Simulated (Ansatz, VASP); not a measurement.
## Two plane-wave programs on KF

The input INCAR:

```
PREC = Accurate
ENCUT = 520
EDIFF = 1E-6
ISMEAR = 0
SIGMA = 0.05
LREAL = False
LASPH = True
NELM = 80
ALGO = Normal
ISIF = 2
LWAVE = False
LCHARG = True
GGA = PE
LELF = True
LVHAR = True
NBANDS = 15
```

The input KPOINTS:

```
Automatic mesh
0
Gamma
  8 8 8
```

POSCAR

```
KF
1.0
    0.0000000000      2.7105354767      3.0154707178
    2.7105354767      0.0000000000      3.0154707178
    2.7105354767      2.7105354767      0.0000000000
K F
1 1
Direct
    0.0000000000      0.0000000000      0.0000000000
    0.5000000000      0.5000000000      0.5000000000
```

Input for Ansatz:

```yaml
crystal:
  lattice:
    - [0.0, 2.7105354767, 3.0154707178]
    - [2.7105354767, 0.0, 3.0154707178]
    - [2.7105354767, 2.7105354767, 0.0]
  atoms:
    - { symbol: K, position: [0.0, 0.0, 0.0] }
    - { symbol: F, position: [0.5, 0.5, 0.5] }
basis:
  ecutwfc: 520.0
kpoints:
  mp_grid: { grid: [8, 8, 8] }
hamiltonian:
  xc: pbe
scf:
  occupations: { method: gaussian, width: 0.05 }
output:
  forces: true
  stress: true
  eigenvalues: true
```

Change from the starting cell: normal strain along x +0.0000, normal strain along z +0.1125.

Alike in both runs: task single point; functional PBE; k mesh 8 × 8 × 8; occupations gaussian, width 0.05 eV; no spin polarisation.

|  | VASP | Ansatz |
| --- | --- | --- |
| version | VASP 6.6.1 | Ansatz 0.2.0 |
| potentials or method | VASP PAW PBE potentials, release 64 (K_sv, F), cutoff 520 eV | scalar-relativistic, plane waves, PAW |
| valence electrons in the cell | 16 | 16 |

```tsv
	VASP	Ansatz	Ansatz less VASP
gap on the k mesh at the Fermi level (eV)	5.40	5.41	+0.014
least direct gap on the mesh (eV)	5.40	5.41	+0.014
pressure (GPa)	-1.9	-1.8	+0.03
traceless stress, the component that is largest in VASP (GPa)	-1.30	-1.22	+0.076
```
